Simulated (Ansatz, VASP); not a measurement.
Two plane-wave programs on SiO2

```
CELL_PARAMETERS angstrom
4.98200 0.00000 0.00000
0.00000 4.98200 0.00000
0.00000 0.00000 6.96300
ATOMIC_POSITIONS crystal
Si 0.30105 0.30105 0.00000
Si 0.19895 0.80105 0.25000
Si 0.69895 0.69895 0.50000
Si 0.80105 0.19895 0.75000
O 0.23873 0.10682 0.17995
O 0.39318 0.73873 0.42995
O 0.76127 0.89318 0.67995
O 0.60682 0.26127 0.92995
O 0.73873 0.39318 0.57005
O 0.89318 0.76127 0.32005
O 0.26127 0.60682 0.07005
O 0.10682 0.23873 0.82005
```

Alike in both runs: functional r2SCAN; k mesh 6 × 6 × 4; occupations fermi-dirac, width 0.01 eV; no spin polarisation.

Ansatz relaxed the structure, and its values are those at the end. VASP's run is a single point on that final structure, the one shown.

```csv
,VASP,Ansatz
version,VASP 6.6.1,Ansatz 0.2.0
potentials or method,"VASP PAW PBE potentials, release 64 (Si, O)","plane-wave PAW, scalar-relativistic"
plane-wave cutoff (eV),520,500
valence electrons in the cell,64,64
```

|  | VASP | Ansatz | Ansatz less VASP |
| --- | --- | --- | --- |
| gap on the k mesh at the Fermi level (eV) | 6.34 | 6.34 | 0.000 |
| pressure (GPa) | 0.2 | 0.0 | -0.19 |
| rms of the force components (eV/Å) | 0.014 | 0.014 | -0.0007 |

VASP's potentials were made for PBE, not for r2SCAN. Ansatz's warnings: stress scf threshold loose.
